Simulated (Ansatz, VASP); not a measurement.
H in VASP and in Ansatz

```
H
1.0
     2.71588    0.00000    0.00000
     0.00000    2.71588    0.00000
     0.00000    0.00000    0.95598
H
1
Direct
  0.00000 0.00000 0.50000
```

Change from the starting cell: strain +0.025 along x and y, -0.025 along z, atoms carried along.

Alike in both runs: task single point; functional LDA; k mesh 10 × 10 × 26; occupations gaussian, width 0.05 eV; no spin polarisation.

|  | VASP | Ansatz |
| --- | --- | --- |
| version | VASP 6.6.1 | Ansatz 0.2.0 |
| potentials or method | VASP PAW LDA potentials, release 64 (H), cutoff 520 eV | scalar-relativistic, plane waves, PAW |
| valence electrons in the cell | 1 | 1 |

Ansatz gave:

| Property | Result |
| --- | --- |
| pressure (GPa) | 4.0 |
| traceless stress, the component that is largest in VASP (GPa) | 8.39 |

Q: Which values does VASP return?

A: Pressure (GPa): 3.9; traceless stress, the component that is largest in VASP (GPa): 8.70.

LDA's correlation is that of Perdew and Zunger in VASP and of Perdew and Wang (1992) in Ansatz.
